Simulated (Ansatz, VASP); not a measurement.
**Two plane-wave programs on GaP**

Contents of INCAR:

```
  PREC = Accurate
  ENCUT = 520
  EDIFF = 1E-6
  ISMEAR = 0
  SIGMA = 0.05
  LREAL = F
  LASPH = T
  NELM = 80
  ALGO = Normal
  ISIF = 2
  LWAVE = F
  LCHARG = F
  GGA = PE
  NBANDS = 16
```

KPOINTS

```
Automatic mesh
0
Gamma
  8 8 8
```

The input POSCAR:

```
GaP
1.0
    0.0000000000      2.7252500000      2.7252500000
    2.9637093750      0.0000000000      2.7252500000
    2.9637093750      2.7252500000      0.0000000000
Ga P
1 1
Direct
    0.0000000000      0.0000000000      0.0000000000
    0.7500000000      0.7500000000      0.7500000000
```

Input for Ansatz:

```yaml
crystal:
  lattice:
    - [0.0, 2.72525, 2.72525]
    - [2.963709375, 0.0, 2.72525]
    - [2.963709375, 2.72525, 0.0]
  atoms:
    - { symbol: Ga, position: [0.0, 0.0, 0.0] }
    - { symbol: P, position: [0.75, 0.75, 0.75] }
basis:
  ecutwfc: 420
kpoints:
  mp_grid: { grid: [8, 8, 8] }
hamiltonian:
  xc: pbe
scf:
  occupations: { method: gaussian, width: 0.05 }
output:
  forces: true
  stress: true
  eigenvalues: true
```

Change from the starting cell: strain +0.0875 x Voigt [1, 0, 0, 0, 0, 0], atoms carried along.

Alike in both runs: task single point; functional PBE; k mesh 8 × 8 × 8; occupations gaussian, width 0.05 eV; no spin polarisation.

|  | VASP | Ansatz |
| --- | --- | --- |
| version | VASP 6.6.1 | Ansatz 0.2.0 |
| potentials or method | VASP PAW PBE potentials, release 64 (Ga_d, P), cutoff 520 eV | scalar-relativistic, plane waves, PAW |
| valence electrons in the cell | 18 | 18 |

```tsv
	VASP	Ansatz	Ansatz less VASP
gap on the k mesh at the Fermi level (eV)	0.91	0.92	+0.004
least direct gap on the mesh (eV)	0.91	0.92	+0.004
pressure (GPa)	-3.7	-3.7	+0.04
traceless stress, the component that is largest in VASP (GPa)	-4.54	-4.53	+0.002
```
